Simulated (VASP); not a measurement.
## Ga2O3: single point with PBE

The system is Ga2O3.

```xyz
10
Lattice="2.4923 1.4389 4.3910 -2.4923 1.4389 4.3910 0.0000 -2.8778 4.3910" Properties=species:S:1:pos:R:3 pbc="T T T"
Ga    0.0000    0.0000   11.2788
Ga    0.0000    0.0000    8.4808
Ga    0.0000    0.0000    1.8942
Ga    0.0000    0.0000    4.6923
O     0.7560    1.5684    5.4888
O     0.9803   -1.4389    5.4888
O    -1.7363   -0.1295    5.4888
O    -0.7560   -1.5684    7.6843
O     1.7363    0.1295    7.6843
O    -0.9803    1.4389    7.6843
```

This cell differs from its parent crystal: uniaxial z strain -2.0%.

- Program: VASP 6.6.1
- Task: single point
- Functional: PBE
- Potentials or basis: VASP PAW PBE potentials, release 64 (Ga_d, O)
- Cutoff: 520 eV
- k mesh: 6 × 6 × 6
- Occupations: fermi-dirac, width 0.02 eV
- Spin: no spin polarisation
- Dipole correction: no
- Further INCAR settings: ALGO = Normal; EDIFF = 1e-06; NBANDS = 55

- Pressure: 15.2 GPa
- Largest force: 0.095 eV/Å
- Band gap on the k mesh: 3.02 eV (least direct gap 3.27 eV)

Forces in eV/Å, atoms in the order of the input:
```
Ga   0.000  0.000  0.095
Ga   0.000  0.000 -0.095
Ga   0.000  0.000 -0.095
Ga   0.000  0.000  0.095
O   -0.006  0.011  0.000
O    0.013  0.000  0.000
O   -0.006 -0.011  0.000
O    0.006 -0.011  0.000
O    0.006  0.011  0.000
O   -0.013  0.000  0.000
```

Stress tensor (GPa, compression positive):
```
14.18  0.00  0.00
 0.00 14.18  0.00
 0.00  0.00 17.22
```

Levels at points of the mesh, in eV from the valence-band top:
```
           k point  band 41  band 42  band 43  band 44  band 45  band 46  band 47  band 48
(0.00, 0.00, 0.00)    -0.38    -0.30    -0.30    -0.25     3.02     6.88     6.93     8.95
(0.50, 0.00, 0.00)    -0.99    -0.99    -0.14    -0.14     6.66     6.66     6.89     6.89
(0.50, 0.50, 0.00)    -0.92    -0.67    -0.23    -0.14     6.80     6.96     7.69     7.94
(0.50, 0.50, 0.50)    -0.36    -0.36    -0.36    -0.36     6.05     6.05     8.11     8.11
```

It took 84 s on 1 thread of Intel(R) Xeon(R) 6975P-C (Granite Rapids) (shared host), peak memory 0.3 GiB.

Caveat: the cell differs from its parent crystal (uniaxial z strain -2.0%); the cell stands under pressure. A k mesh can miss the band edges.
